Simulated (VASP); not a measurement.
# SnTe5 (R32) in VASP: notebook

Runs on SnTe5. Level: PBE. Tasks: single point.

All numbers are computed with VASP 6.6.1; they aren't measurements. Logs are shortened: lines on timing, memory, paths and dates and some standing lists are left out, and cuts for length are marked.

**1. The cell of the first run**

It takes space group R32 (No. 155, trigonal). Conventional cell: a = 7.159 Å, b = 7.159 Å, c = 13.096 Å, α = 90.00°, β = 90.00°, γ = 120.00°. Within 4.2 Å of Sn (site symmetry 32) lie 12 Te at 3.20 to 4.14 Å. Within 4.1 Å of Te (site symmetry 2) lie 8 Te at 3.12 to 4.05 Å and 2 Sn at 3.20 Å. Within 4.1 Å of Te (site symmetry 3) lie 6 Te at 3.12 to 3.38 Å.

**2. Single point, PBE**

File INCAR:

```
SYSTEM = SnTe5
  PREC = Accurate
  ENCUT = 520
  EDIFF = 1E-6
  ISMEAR = 0
  SIGMA = 0.1
  LREAL = .False.
  LASPH = .True.
  NELM = 60
  ALGO = Normal
  ISIF = 2
  LWAVE = .False.
  LCHARG = .False.
  GGA = PE
  NBANDS = 31
```

File KPOINTS:

```
Automatic mesh
0
Gamma
  3 3 3
  0 0 0
```

File POSCAR:

```
SnTe5
1.0
    3.5797441328      2.0667662387      4.3654547811
   -3.5797441328      2.0667662387      4.3654547811
    0.0000000000     -4.1335324774      4.3654547811
Sn Te
1 5
Direct
    0.5000000000      0.5000000000      0.5000000000
    0.3464754019      0.0000000000      0.6535245981
    0.8245136235      0.8245136235      0.8245136235
    0.0000000000      0.6535245981      0.3464754019
    0.6535245981      0.3464754019      0.0000000000
    0.1754863765      0.1754863765      0.1754863765
```

Potentials or basis: VASP PAW PBE potentials, release 64 (Sn_d, Te).

Command:

```sh
cat potpaw_PBE.64/Sn_d/POTCAR potpaw_PBE.64/Te/POTCAR > POTCAR
mpirun -np 1 vasp_std > vasp.out
```

OUTCAR:

```text
SYSTEM = SnTe5
   PREC = Accurate
   ENCUT = 520
   EDIFF = 1E-6
   ISMEAR = 0
   LREAL = .False.
   LASPH = .True.
   NELM = 60
   ISIF = 2
   GGA = PE

 ion  position               nearest neighbor table
   1  0.500  0.500  0.500-   5 3.20   5 3.20   4 3.20   2 3.20   2 3.20   4 3.20
   2  0.346  0.000  0.654-   6 3.12   3 3.12   1 3.20   1 3.20   3 3.38   6 3.38
   3  0.825  0.825  0.825-   5 3.12   4 3.12   2 3.12   2 3.38   4 3.38   5 3.38
   4  0.000  0.654  0.346-   3 3.12   6 3.12   1 3.20   1 3.20   6 3.38   3 3.38
   5  0.654  0.346  0.000-   3 3.12   6 3.12   1 3.20   1 3.20   6 3.38   3 3.38
   6  0.175  0.175  0.175-   5 3.12   2 3.12   4 3.12   4 3.38   2 3.38   5 3.38

  LATTYP: Found a trigonal (rhomboedric) cell.
 ALAT       =     6.0119286579
 COS(alpha) =     0.2909018848

  Lattice vectors:

 A1 = (   3.5797441328,   2.0667662387,   4.3654547811)
 A2 = (  -3.5797441328,   2.0667662387,   4.3654547811)
 A3 = (   0.0000000000,  -4.1335324774,   4.3654547811)

Analysis of symmetry for initial positions (statically):
=====================================================================
 Subroutine PRICEL returns:
 Original cell was already a primitive cell.

 Routine SETGRP: Setting up the symmetry group for a
 trigonal (rhombohedral) supercell.

 Subroutine GETGRP returns: Found  6 space group operations
 (whereof  6 operations were pure point group operations)
 out of a pool of 12 trial point group operations.

The static configuration has the point symmetry D_3 .

Analysis of symmetry for dynamics (positions and initial velocities):
=====================================================================
 Subroutine PRICEL returns:
 Original cell was already a primitive cell.

 Routine SETGRP: Setting up the symmetry group for a
 trigonal (rhombohedral) supercell.

 Subroutine GETGRP returns: Found  6 space group operations
 (whereof  6 operations were pure point group operations)
 out of a pool of 12 trial point group operations.

The dynamic configuration has the point symmetry D_3 .

 Subroutine INISYM returns: Found  6 space group operations
 (whereof  6 operations are pure point group operations),
 and found     1 'primitive' translations

----------------------------------------------------------------------------------------

                                     Primitive cell

  volume of cell :     193.7868

  direct lattice vectors                    reciprocal lattice vectors
     3.579744133  2.066766239  4.365454781     0.139674787  0.080641276  0.076357069
    -3.579744133  2.066766239  4.365454781    -0.139674787  0.080641276  0.076357069
     0.000000000 -4.133532477  4.365454781     0.000000000 -0.161282552  0.076357069

  length of vectors
     6.011928658  6.011928658  6.011928658     0.178444567  0.178444567  0.178444567

  position of ions in fractional coordinates (direct lattice)
     0.500000000  0.500000000  0.500000000
     0.346475402  0.000000000  0.653524598
     0.824513624  0.824513624  0.824513624
     0.000000000  0.653524598  0.346475402
     0.653524598  0.346475402  0.000000000
     0.175486376  0.175486376  0.175486376

  ion indices of the primitive-cell ions
   primitive index   ion index
                 1           1
                 2           2
                 3           3
                 4           4
                 5           5
                 6           6

----------------------------------------------------------------------------------------

 KPOINTS: Automatic mesh

Automatic generation of k-mesh.
 Grid dimensions read from file:
 generate k-points for:    3    3    3

 Generating k-lattice:

  Cartesian coordinates                     Fractional coordinates (reciprocal lattice)
     0.046558262  0.026880425  0.025452356     0.333333333  0.000000000  0.000000000
    -0.046558262  0.026880425  0.025452356     0.000000000  0.333333333  0.000000000
     0.000000000 -0.053760851  0.025452356     0.000000000  0.000000000  0.333333333

  Length of vectors
     0.059481522  0.059481522  0.059481522

  Shift w.r.t. Gamma in fractional coordinates (k-lattice)
     0.000000000  0.000000000  0.000000000

 Subroutine IBZKPT returns following result:
 ===========================================

 Found      6 irreducible k-points:

 Following reciprocal coordinates:
            Coordinates               Weight
  0.000000  0.000000  0.000000      1.000000
  0.333333  0.000000 -0.000000      6.000000
  0.333333  0.333333 -0.000000      6.000000
 -0.333333  0.333333  0.000000      6.000000
  0.333333  0.333333  0.333333      2.000000
 -0.333333  0.333333  0.333333      6.000000
   k-points           NKPTS =      6   k-points in BZ     NKDIM =      6   number of bands    NBANDS=     31
   number of dos      NEDOS =    301   number of ions     NIONS =      6
   total plane-waves  NPLWV = 110592
   dimension x,y,z NGX =    48 NGY =   48 NGZ =   48
   dimension x,y,z NGXF=    96 NGYF=   96 NGZF=   96
   ions per type =               1   5
   NGX,Y,Z   is equivalent  to a cutoff of  13.27, 13.27, 13.27 a.u.
   NGXF,Y,Z  is equivalent  to a cutoff of  26.55, 26.55, 26.55 a.u.
 SYSTEM =  SnTe5
   PREC   = accura    normal or accurate (medium, high low for compatibility)
   ISTART =      0    job   : 0-new  1-cont  2-samecut
   ICHARG =      2    charge: 1-file 2-atom 10-const
   ISPIN  =      1    spin polarized calculation?
   LNONCOLLINEAR =      F non collinear calculations
   LSORBIT =      F    spin-orbit coupling
   LASPH  =      T    aspherical Exc in radial PAW
   ENCUT  =  520.0 eV  38.22 Ry    6.18 a.u.  11.18 11.18 11.18*2*pi/ulx,y,z
   NELM   =     60;   NELMIN=  2; NELMDL= -5     # of ELM steps
   EDIFF  = 0.1E-05   stopping-criterion for ELM
   LREAL  =      F    real-space projection
   EDIFFG = 0.1E-04   stopping-criterion for IOM
   NSW    =      0    number of steps for IOM
   IBRION =     -1    ionic relax: 0-MD 1-quasi-New 2-CG
   NFREE  =      0    steps in history (QN), initial steepest desc. (CG)
   ISIF   =      2    stress and relaxation
   ISYM   =      2    0-nonsym 1-usesym 2-fastsym
   POTIM  = 0.5000    time-step for ionic-motion
   TEBEG  =    0.0;   TEEND  =   0.0 temperature during run
   PSTRESS=    0.0 pullay stress
   NELECT =      44.0000    total number of electrons
   NUPDOWN=      -1.0000    fix difference up-down
   EMIN   =  10.00;   EMAX   =-10.00  energy-range for DOS
   EFERMI =   0.00;   METHOD = LEGACY
   ISMEAR =     0;   SIGMA  =   0.10  broadening in eV -4-tet -1-fermi 0-gaus
   EFERMI_NEDOS =   21; number of points for ismear=-14 and -15
   IALGO  =     38    algorithm
   IMIX   =      4    mixing-type and parameters
     AMIX     =   0.40;   BMIX     =  1.00
     AMIX_MAG =   1.60;   BMIX_MAG =  1.00
  volume/ion in A,a.u.               =      32.30       217.96
  Fermi-wavevector in a.u.,A,eV,Ry     =   0.998737  1.887339 13.571472  0.997475
  Thomas-Fermi vector in A             =   2.130980
   LORBIT       =      0    0 simple, 1 ext, 2 COOP (PROOUT), +10 PAW based schemes
   GGA     = PE    functional components
   LHFCALC =     F    Hartree Fock is set to
   AEXX    =    0.0000 exact exchange contribution
   IVDW    =     0    specifies the selected vdW correction
   LEPSILON=     F    determine dielectric tensor
   LRPA    =     F    only Hartree local field effects (RPA)
 non-spin polarized calculation
 Gauss-broadening in eV      SIGMA  =   0.10
  energy-cutoff  :      520.00
  volume of cell :      193.79
 maximum number of plane-waves:      5228
 NGX is ok and might be reduce to    48
   NGX = 23   NGY = 23   NGZ = 23

 number of electron      43.9999995 magnetization

 Free energy of the ion-electron system (eV)
  ---------------------------------------------------
  ext. energy  EPLUGINS =         0.00000000
  ---------------------------------------------------
  free energy    TOTEN  =       -19.00075697 eV

  energy without entropy =      -18.96986437  energy(sigma->0) =      -18.98531067

 E-fermi :   6.4400     XC(G=0):  -9.3793

 val. band max:        6.3303952820   @ k =   0.3333   0.0000  -0.0000
 cond. band min:       6.4549404781   @ k =  -0.3333   0.3333   0.0000
 fundamental gap:      0.1245451961
 Fermi energy:         6.4399599085

 k-point     1 :       0.0000    0.0000    0.0000
  band No.  band energies     occupation
      1     -15.2842      2.00000
      2     -15.2842      2.00000
      3     -15.2639      2.00000
      4     -15.2639      2.00000
      5     -15.2506      2.00000
      6      -6.8495      2.00000
[... 23 lines left out ...]
     30      11.3413      0.00000
     31      12.2684      0.00000

 k-point     2 :       0.3333    0.0000   -0.0000
  band No.  band energies     occupation
      1     -15.2843      2.00000
      2     -15.2841      2.00000
      3     -15.2640      2.00000
      4     -15.2633      2.00000
      5     -15.2506      2.00000
      6      -6.4608      2.00000
[... 23 lines left out ...]
     30      11.1300      0.00000
     31      12.3502      0.00000

 k-point     3 :       0.3333    0.3333   -0.0000
  band No.  band energies     occupation
      1     -15.2843      2.00000
      2     -15.2840      2.00000
      3     -15.2638      2.00000
      4     -15.2629      2.00000
      5     -15.2507      2.00000
      6      -6.2549      2.00000
[... 23 lines left out ...]
     30      10.4574      0.00000
     31      11.6126      0.00000

 k-point     4 :      -0.3333    0.3333    0.0000
  band No.  band energies     occupation
      1     -15.2842      2.00000
      2     -15.2841      2.00000
      3     -15.2637      2.00000
      4     -15.2630      2.00000
      5     -15.2506      2.00000
      6      -5.9728      2.00000
[... 23 lines left out ...]
     30      10.3622      0.00000
     31      11.8694      0.00000

 k-point     5 :       0.3333    0.3333    0.3333
  band No.  band energies     occupation
      1     -15.2843      2.00000
      2     -15.2840      2.00000
      3     -15.2633      2.00000
      4     -15.2627      2.00000
      5     -15.2507      2.00000
      6      -6.1611      2.00000
[... 23 lines left out ...]
     30      11.8552      0.00000
     31      12.1642      0.00000

 k-point     6 :      -0.3333    0.3333    0.3333
  band No.  band energies     occupation
      1     -15.2842      2.00000
      2     -15.2841      2.00000
      3     -15.2631      2.00000
      4     -15.2629      2.00000
      5     -15.2507      2.00000
      6      -5.6968      2.00000
[... 23 lines left out ...]
     30      11.3171      0.00000
     31      11.8342      0.00000

------------------------ aborting loop because EDIFF is reached ----------------------------------------

  FORCE on cell =-STRESS in cart. coord.  units (eV):
  Direction    XX          YY          ZZ          XY          YZ          ZX
  --------------------------------------------------------------------------------------
  -------------------------------------------------------------------------------------
  Total       -0.1182703     -0.1182703     -0.1452768      0.0000000      0.0000000      0.0000000
  in kB       -0.9778278     -0.9778278     -1.2011098      0.0000000      0.0000000      0.0000000
  external PRESSURE =      -1.0522551 kB  Pullay stress =       0.0000000 kB

 VOLUME and BASIS-vectors are now :
 -----------------------------------------------------------------------------
  energy-cutoff  :      520.00
  volume of cell :      193.79
      direct lattice vectors                 reciprocal lattice vectors
     3.579744133  2.066766239  4.365454781     0.139674787  0.080641276  0.076357069
    -3.579744133  2.066766239  4.365454781    -0.139674787  0.080641276  0.076357069
     0.000000000 -4.133532477  4.365454781     0.000000000 -0.161282552  0.076357069

 POSITION                                       TOTAL-FORCE (eV/Angst)
 -----------------------------------------------------------------------------------
      0.00000      0.00000      6.54818         0.000000      0.000000      0.000000
      1.24029     -1.98528      4.36545        -0.000038     -0.000066      0.000000
      0.00000      0.00000     10.79813         0.000000     -0.000000      0.016700
     -2.33945     -0.08148      4.36545        -0.000038      0.000066      0.000000
      1.09916      2.06677      4.36545         0.000076      0.000000      0.000000
      0.00000      0.00000      2.29823         0.000000      0.000000     -0.016700
 -----------------------------------------------------------------------------------
    total drift:                                0.000000      0.000000     -0.000000

  FREE ENERGIE OF THE ION-ELECTRON SYSTEM (eV)
  ---------------------------------------------------
  free  energy   TOTEN  =       -19.0007569702 eV

  energy  without entropy=      -18.9698643700  energy(sigma->0) =      -18.98531067
```

It took 30 s on 1 thread of AMD EPYC 7R13 (Zen 3), shared host; peak memory 0.29 GiB.

Results:

- Free energy: -19.0008 eV
- Pressure: -0.1 GPa
- Largest force: 0.017 eV/Å
- Band gap on the k mesh: zero (band 22 reaches 6.45 eV, above the bottom of band 23 at 6.07 eV)

Forces on the atoms (eV/Å):
```
Sn   0.000  0.000  0.000
Te   0.000  0.000  0.000
Te   0.000  0.000  0.017
Te   0.000  0.000  0.000
Te   0.000  0.000  0.000
Te   0.000  0.000 -0.017
```

Caveat: the k points lie up to 0.37 Å⁻¹ apart; spin-orbit coupling is left out, which moves the levels of the heavy elements.

**3. Single point, PBE**

This run uses another cell than the first one, of 41.72 Å³/atom, 1.292 times its volume.

File INCAR:

```
SYSTEM = SnTe5
  ALGO = Normal
  EDIFF = 1E-7
  ENCUT = 520
  GGA = PE
  ISIF = 2
  ISMEAR = 0
  LASPH = .TRUE.
  LCHARG = .FALSE.
  LREAL = .FALSE.
  LWAVE = .FALSE.
  NBANDS = 31
  NELM = 80
  PREC = Accurate
  SIGMA = 0.1
```

File KPOINTS:

```
k-points
0
G
  3 3 3
  0 0 0
```

File POSCAR:

```
SnTe5
1.0
    3.3726992700      1.9472288300      6.3527249700
   -3.3726992700      1.9472288300      6.3527249700
    0.0000000000     -3.8944576600      6.3527249700
Sn Te
1 5
Direct
    0.5000000000      0.5000000000      0.5000000000
    0.3397926800      0.0000000000      0.6602073200
    0.8332979700      0.8332979700      0.8332979700
    0.0000000000      0.6602073200      0.3397926800
    0.6602073200      0.3397926800      0.0000000000
    0.1667020300      0.1667020300      0.1667020300
```

Potentials or basis: VASP PAW PBE potentials, release 64 (Sn_d, Te).

Command:

```sh
cat potpaw_PBE.64/Sn_d/POTCAR potpaw_PBE.64/Te/POTCAR > POTCAR
mpirun -np 1 vasp_std > vasp.out
```

It took 63 s on 1 thread of AMD EPYC 7R13 (Zen 3), shared host; peak memory 0.4 GiB.

The run converged. Its results:

```yaml
Free_energy: -15.3554 eV
Pressure: -7.5 GPa
Largest_force: 0.206 eV/Å
Band_gap_on_the_k_mesh: zero (band 22 reaches 3.80 eV, above the bottom of band 23 at 3.41 eV)
```

Forces in eV/Å, atoms in the order of the input:
```
Sn   0.000  0.000  0.000
Te   0.101  0.175  0.000
Te   0.000  0.000 -0.206
Te   0.101 -0.175  0.000
Te  -0.202  0.000  0.000
Te   0.000  0.000  0.206
```

Stress tensor (GPa, compression positive):
```
-6.88  0.00  0.00
 0.00 -6.88  0.00
 0.00  0.00 -8.87
```

Levels at points of the mesh, in eV from the Fermi level:
```csv
k point,band 20,band 21,band 22,band 23,band 24,band 25
"(0.00, 0.00, 0.00)",-1.46,0.29,0.31,0.31,0.85,1.04
```

Caveat: the k points lie up to 0.37 Å⁻¹ apart; spin-orbit coupling is left out, which moves the levels of the heavy elements.
